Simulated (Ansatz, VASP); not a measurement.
# P: VASP beside Ansatz

Contents of POSCAR:

```
P
1.0
    3.1540000000      0.0000000000      0.0000000000
   -1.5770000000      2.7314441236      0.0000000000
    0.0000000000      0.0000000000     28.0000000000
P
2
Direct
    0.3333333333      0.6666666667      0.5280892857
    0.6666666667      0.3333333333      0.4719107143
```

INCAR.step1

```
SYSTEM = P
PREC = Accurate
ENCUT = 520
ISMEAR = 0
SIGMA = 0.02
LREAL = .False.
LASPH = .True.
NELM = 60
LDIPOL = .True.
IDIPOL = 3
DIPOL = 0.5 0.5 0.500
NBANDS = 12
GGA = PE
ALGO = Normal
EDIFF = 1E-4
LWAVE = .True.
LCHARG = .False.
```

Contents of INCAR.step2:

```
SYSTEM = P
PREC = Accurate
ENCUT = 520
EDIFF = 1E-7
ISMEAR = 0
SIGMA = 0.02
LREAL = .False.
LASPH = .True.
NELM = 60
ALGO = Normal
ISIF = 2
LWAVE = .False.
LCHARG = .True.
LDIPOL = .True.
IDIPOL = 3
DIPOL = 0.5 0.5 0.500
METAGGA = R2SCAN
LMIXTAU = .True.
LELF = .True.
LVHAR = .True.
LVACPOTAV = .True.
NBANDS = 12
ISTART = 1
```

File KPOINTS:

```
Automatic mesh
0
Gamma
  9 9 1
  0 0 0
```

Input for Ansatz:

```yaml
crystal:
  lattice:
    - [3.154, 0.0, 0.0]
    - [-1.577, 2.7314441236, 0.0]
    - [0.0, 0.0, 28.0]
  atoms:
    - { symbol: P, position: [0.3333333333, 0.6666666667, 0.5280892857] }
    - { symbol: P, position: [0.6666666667, 0.3333333333, 0.4719107143] }
  periodic: [true, true, false]
basis:
  ecutwfc: 500
kpoints:
  mp_grid: { grid: [9, 9, 1] }
hamiltonian:
  xc: r2scan
scf:
  occupations: { method: gaussian, width: 0.02 }
output:
  forces: true
  stress: true
  eigenvalues: true
  write_density: true
  write_potential: true
  elf: true
  volumetric_format: npy
```

Alike in both runs: task single point; functional r2SCAN; k mesh 9 × 9 × 1; occupations gaussian, width 0.02 eV; no spin polarisation.

|  | VASP | Ansatz |
| --- | --- | --- |
| version | VASP 6.6.1 | Ansatz 0.2.0 |
| potentials or method | VASP PAW PBE potentials, release 64 (P), cutoff 520 eV | scalar-relativistic, plane waves, PAW |
| valence electrons in the cell | 10 | 10 |

```csv
,VASP,Ansatz,Ansatz less VASP
rms of the force components (eV/Å),2.642,2.599,-0.0433
"work function, face that differs most (eV)",4.10,4.09,-0.003
```

VASP's potentials were made for PBE, not for r2SCAN. Atom by atom the forces differ by 0.043 eV/Å (rms over components). Ansatz's warnings: xc potential rough in thin density.
